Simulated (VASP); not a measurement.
Wanted: the native input for a VASP 6.6.1 run.

```yaml
Task: single point
Functional: PBEsol
Potentials_or_basis: VASP PAW PBE potentials, release 64 (Cs_sv, Cl)
Cutoff: 500 eV
k_mesh: 6 × 6 × 6
Occupations: gaussian, width 0.01 eV
Spin: no spin polarisation
Dipole_correction: no
Further_INCAR_settings: ALGO = Normal; EDIFF = 1e-06; NBANDS = 15
```

The structure of CsCl lies in POSCAR:

```
CsCl
1.0
    4.0653446562      0.0000000000      0.0000000000
    0.0000000000      4.0653446562      0.0000000000
    0.0000000000      0.0000000000      4.0653446562
Cs Cl
1 1
Direct
    0.0000000000      0.0000000000      0.0000000000
    0.5000000000      0.5000000000      0.5000000000
```

The input as run:

INCAR

```
ALGO = Normal
EDIFF = 1E-6
ENCUT = 500
GGA = PS
GGA_COMPAT = F
ISIF = 2
ISMEAR = 0
LASPH = T
LCHARG = T
LELF = T
LREAL = F
LVHAR = T
LWAVE = F
NBANDS = 15
NELM = 120
PREC = Accurate
SIGMA = 0.01
```

KPOINTS

```
k-points
0
Gamma
  6 6 6
```

Potentials or basis: VASP PAW PBE potentials, release 64 (Cs_sv, Cl).

Command:

```bash
$ cat potpaw_PBE.64/Cs_sv/POTCAR potpaw_PBE.64/Cl/POTCAR > POTCAR
$ mpirun -np 1 vasp_std > vasp.out
```

Results of the run:

| Quantity | Value |
| --- | --- |
| Pressure | 0.1 GPa |
| Band gap on the k mesh | 5.21 eV, direct |

Caveat: the PAW data sets were made with another functional, which shifts forces and pressure a little; spin-orbit coupling is left out, which moves the levels of the heavy elements.

Run time: 17 s on 1 thread of Intel(R) Xeon(R) Platinum 8259CL CPU @ 2.50GHz (Skylake/Cascade Lake), with other jobs on the host, peak memory 0.17 GiB.
